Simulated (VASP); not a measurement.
# Ge (I4_1/amd) in VASP: further runs, part 2 of 2

VASP 6.6.1. The steps go on from the part before.

**3. Single point, r2SCAN (strain -0.050 along x and y, +0.050 along z)**

Contents of POSCAR:

```
Ge
1.0
    0.0000000000      2.6873315000      2.9702085000
    2.6873315000      0.0000000000      2.9702085000
    2.6873315000      2.6873315000      0.0000000000
Ge
2
Direct
    0.5000000000      0.5000000000      0.5000000000
    0.7500000000      0.7500000000      0.7500000000
```

Contents of INCAR.step1:

```
  PREC = Accurate
  ENCUT = 520
  ISMEAR = 0
  SIGMA = 0.05
  LREAL = False
  LASPH = True
  NELM = 60
  NBANDS = 21
  GGA = PE
  ALGO = Normal
  EDIFF = 1E-4
  LWAVE = True
  LCHARG = False
```

Contents of INCAR.step2:

```
  PREC = Accurate
  ENCUT = 520
  EDIFF = 1E-6
  ISMEAR = 0
  SIGMA = 0.05
  LREAL = False
  LASPH = True
  NELM = 60
  ALGO = Normal
  ISIF = 2
  LWAVE = False
  LCHARG = False
  METAGGA = R2SCAN
  LMIXTAU = True
  NBANDS = 21
  ISTART = 1
```

Contents of KPOINTS:

```
Automatic mesh
0
Gamma
  10 10 10
```

Potentials or basis: VASP PAW PBE potentials, release 64 (Ge_d).

The run is started by

```sh
$ cat potpaw_PBE.64/Ge_d/POTCAR > POTCAR
$ cp INCAR.step1 INCAR
$ mpirun -np 1 vasp_std > vasp.out
$ cp INCAR.step2 INCAR
$ mpirun -np 1 vasp_std > vasp.out
```

OUTCAR:

```text
PREC = Accurate
   ENCUT = 520
   EDIFF = 1E-6
   ISMEAR = 0
   LREAL = False
   LASPH = True
   NELM = 60
   ISIF = 2
   METAGGA = R2SCAN
   ISTART = 1

 ion  position               nearest neighbor table
   1  0.500  0.500  0.500-   2 2.41   2 2.41   2 2.41   2 2.41
   2  0.750  0.750  0.750-   1 2.41   1 2.41   1 2.41   1 2.41

  LATTYP: Found a body centered tetragonal cell.
 ALAT       =     3.8004606539
 C/A-ratio  =     1.5630781479

  Lattice vectors:

 A1 = (  -2.6873315000,   0.0000000000,   2.9702085000)
 A2 = (   2.6873315000,   0.0000000000,   2.9702085000)
 A3 = (   0.0000000000,   2.6873315000,  -2.9702085000)

Analysis of symmetry for initial positions (statically):
=====================================================================
 Subroutine PRICEL returns:
 Original cell was already a primitive cell.

 Routine SETGRP: Setting up the symmetry group for a
 body centered tetragonal supercell.

 Subroutine GETGRP returns: Found 16 space group operations
 (whereof  8 operations were pure point group operations)
 out of a pool of 16 trial point group operations.

The static configuration has the point symmetry D_2d.
 The point group associated with its full space group is D_4h.

Analysis of symmetry for dynamics (positions and initial velocities):
=====================================================================
 Subroutine PRICEL returns:
 Original cell was already a primitive cell.

 Routine SETGRP: Setting up the symmetry group for a
 body centered tetragonal supercell.

 Subroutine GETGRP returns: Found 16 space group operations
 (whereof  8 operations were pure point group operations)
 out of a pool of 16 trial point group operations.

The dynamic configuration has the point symmetry D_2d.
 The point group associated with its full space group is D_4h.

 Subroutine INISYM returns: Found 16 space group operations
 (whereof  8 operations are pure point group operations),
 and found     1 'primitive' translations

[... 110 lines left out ...]
   EFERMI_NEDOS =   21; number of points for ismear=-14 and -15
   IALGO  =     38    algorithm
   IMIX   =      4    mixing-type and parameters
     AMIX     =   0.40;   BMIX     =  1.00
     AMIX_MAG =   1.60;   BMIX_MAG =  1.00
  volume/ion in A,a.u.               =      21.45       144.75
  Fermi-wavevector in a.u.,A,eV,Ry     =   1.420063  2.683531 27.437233  2.016580
  Thomas-Fermi vector in A             =   2.541018
   LORBIT       =      0    0 simple, 1 ext, 2 COOP (PROOUT), +10 PAW based schemes
   METAGGA = R2SCAN    functional components
   LHFCALC =     F    Hartree Fock is set to
   AEXX    =    0.0000 exact exchange contribution
   IVDW    =     0    specifies the selected vdW correction
   LEPSILON=     F    determine dielectric tensor
   LRPA    =     F    only Hartree local field effects (RPA)
 non-spin polarized calculation
 Gauss-broadening in eV      SIGMA  =   0.05
  energy-cutoff  :      520.00
  volume of cell :       42.90
 maximum number of plane-waves:      1167
 NGX is ok and might be reduce to    30
   NGX = 15   NGY = 15   NGZ = 15

 number of electron      28.0000008 magnetization

 Free energy of the ion-electron system (eV)
  ---------------------------------------------------
  ext. energy  EPLUGINS =         0.00000000
  ---------------------------------------------------
  free energy    TOTEN  =       -27.61213683 eV

  energy without entropy =      -27.61199405  energy(sigma->0) =      -27.61206544

 E-fermi :   5.6852     XC(G=0): -11.1125

 val. band max:        5.6722061061   @ k =   0.0000   0.0000   0.0000
 cond. band min:       5.7276881167   @ k =   0.4000   0.0000   0.4000
 fundamental gap:      0.0554820106
 Fermi energy:         5.6851917082

 k-point     1 :       0.0000    0.0000    0.0000
  band No.  band energies     occupation
      1     -20.2354      2.00000
      2     -20.2354      2.00000
      3     -20.2062      2.00000
      4     -20.1893      2.00000
      5     -20.1748      2.00000
      6     -19.9686      2.00000
[... 565 lines left out ...]
     20      17.4916      0.00000
     21      18.3361      0.00000

 [... further k-points ...]

------------------------ aborting loop because EDIFF is reached ----------------------------------------

  FORCE on cell =-STRESS in cart. coord.  units (eV):
  Direction    XX          YY          ZZ          XY          YZ          ZX
  --------------------------------------------------------------------------------------
  -------------------------------------------------------------------------------------
  Total        2.2919945      2.2919945     -0.4020912      0.0000000      0.0000000      0.0000000
  in kB       85.5982186     85.5982186    -15.0167414      0.0000000      0.0000000      0.0000000
  external PRESSURE =      52.0598986 kB  Pullay stress =       0.0000000 kB

 VOLUME and BASIS-vectors are now :
 -----------------------------------------------------------------------------
  energy-cutoff  :      520.00
  volume of cell :       42.90
      direct lattice vectors                 reciprocal lattice vectors
     0.000000000  2.687331500  2.970208500    -0.186058177  0.186058177  0.168338351
     2.687331500  0.000000000  2.970208500     0.186058177 -0.186058177  0.168338351
     2.687331500  2.687331500  0.000000000     0.186058177  0.186058177 -0.168338351

 POSITION                                       TOTAL-FORCE (eV/Angst)
 -----------------------------------------------------------------------------------
      2.68733      2.68733      2.97021         0.000000      0.000000     -0.000000
      4.03100      4.03100      4.45531         0.000000     -0.000000      0.000000
 -----------------------------------------------------------------------------------
    total drift:                                0.000000     -0.000000     -0.000000

  FREE ENERGIE OF THE ION-ELECTRON SYSTEM (eV)
  ---------------------------------------------------
  free  energy   TOTEN  =       -27.6121368303 eV

  energy  without entropy=      -27.6119940494  energy(sigma->0) =      -27.61206544
```

OUTCAR.step1:

```text
PREC = Accurate
   ENCUT = 520
   ISMEAR = 0
   LREAL = False
   LASPH = True
[... 801 lines left out ...]
      2.68733      2.68733      2.97021         0.000000      0.000000      0.000000
      4.03100      4.03100      4.45531        -0.000000     -0.000000     -0.000000
 -----------------------------------------------------------------------------------
    total drift:                                0.000000     -0.000000      0.000000

  FREE ENERGIE OF THE ION-ELECTRON SYSTEM (eV)
  ---------------------------------------------------
  free  energy   TOTEN  =        -8.8465850818 eV

  energy  without entropy=       -8.8462685025  energy(sigma->0) =       -8.84642679
```

Run time: 2.3 min. Hardware: 1 thread of AMD EPYC 9R45 (Zen 5), shared host; peak memory 0.18 GiB.

Results:

| Property | Result |
| --- | --- |
| Free energy | -27.6121 eV |
| Pressure | 5.2 GPa |
| Band gap on the k mesh | 0.06 eV (least direct gap 0.49 eV) |

Stress tensor (GPa, compression positive):
```
 8.56  0.00  0.00
 0.00  8.56  0.00
 0.00  0.00 -1.50
```

Caveat: the cell differs from its parent crystal (strain -0.050 along x and y, +0.050 along z); the cell stands under pressure; the PAW data sets were made with another functional, which shifts forces and pressure a little.

**4. Single point, r2SCAN (strain +0.000 along x and y, -0.050 along z)**

Contents of POSCAR:

```
Ge
1.0
    0.0000000000      2.8287700000      2.6873315000
    2.8287700000      0.0000000000      2.6873315000
    2.8287700000      2.8287700000      0.0000000000
Ge
2
Direct
    0.5000000000      0.5000000000      0.5000000000
    0.7500000000      0.7500000000      0.7500000000
```

Contents of INCAR.step1:

```
PREC = Accurate
ENCUT = 520
ISMEAR = 0
SIGMA = 0.05
LREAL = False
LASPH = True
NELM = 80
NBANDS = 21
GGA = PE
ALGO = Normal
EDIFF = 1E-4
LWAVE = True
LCHARG = False
```

Contents of INCAR.step2:

```
PREC = Accurate
ENCUT = 520
EDIFF = 1E-6
ISMEAR = 0
SIGMA = 0.05
LREAL = False
LASPH = True
NELM = 80
ALGO = Normal
ISIF = 2
LWAVE = False
LCHARG = False
METAGGA = R2SCAN
LMIXTAU = True
NBANDS = 21
ISTART = 1
```

KPOINTS is that of step 3.

The run is started by

```sh
$ cat potpaw_PBE.64/Ge_d/POTCAR > POTCAR
$ cp INCAR.step1 INCAR
$ mpirun -np 1 vasp_std > vasp.out
$ cp INCAR.step2 INCAR
$ mpirun -np 1 vasp_std > vasp.out
```

It took 2.5 min on 1 thread of AMD EPYC 9R45 (Zen 5), shared host; peak memory 0.19 GiB.

It converged, with:

```yaml
Free_energy: -27.6826 eV
Pressure: 5.0 GPa
Band_gap_on_the_k_mesh: 0.07 eV (least direct gap 0.61 eV)
```

Stress tensor (GPa, compression positive):
```
3.68 0.00 0.00
0.00 3.68 0.00
0.00 0.00 7.62
```

Levels at points of the mesh, in eV from the valence-band top:
```csv
k point,band 11,band 12,band 13,band 14,band 15,band 16,band 17,band 18
"(0.00, 0.00, 0.00)",-13.99,-0.41,-0.41,0.00,0.61,2.28,2.56,2.56
"(0.50, 0.00, 0.00)",-11.66,-8.40,-2.08,-1.60,0.29,3.58,3.99,7.46
"(0.50, 0.50, 0.00)",-9.51,-9.51,-3.94,-3.94,0.33,0.33,10.29,10.29
"(0.50, 0.00, 0.50)",-9.79,-9.79,-3.55,-3.55,0.79,0.79,10.09,10.09
```

Caveat: the cell differs from its parent crystal (strain +0.000 along x and y, -0.050 along z); the cell stands under pressure; the PAW data sets were made with another functional, which shifts forces and pressure a little. A k mesh can miss the band edges.

**5. The runs side by side**

```csv
cell,gap on the mesh (eV),pressure (GPa)
"a = 3.953, b = 3.953, c = 3.800 Å, angles 61.3, 61.3, 57.5°, 2 atoms",0.17,7.6
"a = 4.005, b = 4.005, c = 3.800 Å, angles 61.7, 61.7, 56.6°, 2 atoms",0.06,5.2
"a = 3.902, b = 3.902, c = 4.000 Å, angles 59.2, 59.2, 61.7°, 2 atoms",0.07,5.0
```

Alike in all rows: task single point; level r2SCAN; potentials or basis VASP PAW PBE potentials, release 64 (Ge_d); no spin polarisation; k mesh 10 × 10 × 10; cutoff (eV) 520; smearing gaussian 0.05 eV.

Caveats: the cell stands under pressure; the PAW data sets were made with another functional, which shifts forces and pressure a little.

Absolute energies hang on the potentials; compare differences alone.
